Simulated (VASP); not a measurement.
A run of VASP 6.6.1 is set up as follows.

The input INCAR:

```
SYSTEM = CuSi16
PREC = Accurate ; ENCUT = 520
EDIFF = 1E-6 ; ISMEAR = -1
SIGMA = 0.05 ; LREAL = Auto
LASPH = .True. ; NELM = 60
ALGO = Normal ; ISIF = 2
LWAVE = .False. ; LCHARG = .True.
GGA = PE ; LELF = .True.
LVHAR = .True. ; NELECT = 74.0
NBANDS = 52
```

Contents of KPOINTS:

```
Automatic mesh
0
Gamma
  2 2 2
  0 0 0
```

Contents of POSCAR:

```
CuSi16
1.0
    0.0000000000      5.4300000000      5.4300000000
    5.4300000000      0.0000000000      5.4300000000
    5.4300000000      5.4300000000      0.0000000000
Si Cu
16 1
Direct
    0.0359254144     -0.0113230203     -0.0117883978
    0.1319180479      0.1270602210      0.1265672192
   -0.0079214549      0.0101238490      0.4993549724
    0.1327254144      0.1258944751      0.6151243094
   -0.0079467772      0.4998375691      0.0096445672
    0.1327099448      0.6155906077      0.1254213628
   -0.0071446593      0.4986698895      0.4982078269
    0.0888712707      0.6370458564      0.6365521179
    0.5033741252      0.0068746777      0.0064733886
    0.6638820442      0.1113279006      0.1107906998
    0.5041081031      0.0089416206      0.4809946593
    0.6206937385      0.1441834254      0.6163034991
    0.5040880295      0.4815077348      0.0084939227
    0.6206728361      0.6167719153      0.1437899632
    0.4609125230      0.5143674033      0.5139952118
    0.6214052486      0.6188417127      0.6183100368
    0.5623468692      0.8128568140      0.8124131676
```

Potentials or basis: VASP PAW PBE potentials, release 64 (Si, Cu).

Run with:

```sh
$ cat potpaw_PBE.64/Si/POTCAR potpaw_PBE.64/Cu/POTCAR > POTCAR
$ mpirun -np 1 vasp_std > vasp.out
```

Estimate the largest force.

0.010 eV/Å.

Forces in eV/Å, atoms in the order of the input:
```
Si   0.003 -0.002 -0.002
Si   0.002 -0.002 -0.002
Si  -0.002  0.000  0.002
Si   0.002 -0.001 -0.001
Si  -0.001  0.003  0.000
Si   0.002 -0.002 -0.001
Si  -0.002  0.002  0.001
Si  -0.002  0.002  0.002
Si   0.003  0.006  0.005
Si   0.005 -0.003 -0.003
Si  -0.009 -0.004  0.003
Si   0.008 -0.002  0.004
Si  -0.009  0.003 -0.004
Si   0.007  0.004 -0.003
Si  -0.006  0.004  0.003
Si  -0.003 -0.005 -0.006
Cu   0.001  0.000  0.000
```

Caveat: the k points lie up to 0.50 Å⁻¹ apart; the cell carries a net charge on a neutralising background, which shifts energy and pressure.
